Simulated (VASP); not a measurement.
Here is a VASP 6.6.1 calculation.

File INCAR:

```
PREC     = Accurate       # precision mode
ENCUT    = 520            # plane-wave cutoff, eV
EDIFF    = 1E-7           # SCF threshold, eV
ISMEAR   = 0              # smearing method
SIGMA    = 0.15           # smearing width, eV
LREAL    = False          # projectors in reciprocal space
LASPH    = True           # aspherical terms in the spheres
NELM     = 60             # most SCF steps
ALGO     = Fast           # electronic algorithm
ISIF     = 2              # what is computed and relaxed
LWAVE    = False          # write WAVECAR
LCHARG   = True           # write CHGCAR
GGA      = PE             # functional
LELF     = True           # ELF
LVHAR    = True         
NBANDS   = 7              # bands
```

The input KPOINTS:

```
regular mesh
0
Gamma
  20 20 20
```

File POSCAR:

```
Mg
1.0
   -1.7275102127      1.7275102127      1.9247918790
    1.7275102127     -1.7275102127      1.9247918790
    1.7275102127      1.7275102127     -1.9247918790
Mg
1
Direct
    0.0000000000      0.0000000000      0.0000000000
```

Potentials or basis: VASP PAW PBE potentials, release 64 (Mg).

Launch:

```console
$ cat potpaw_PBE.64/Mg/POTCAR > POTCAR
$ mpirun -np 1 vasp_std > vasp.out
```

(1) What does it give for the pressure?

(2) Estimate the band gap on the k mesh.

Results:

(1) -0.1 GPa.

(2) zero (band 1 reaches 5.18 eV, above the bottom of band 2 at 1.52 eV).
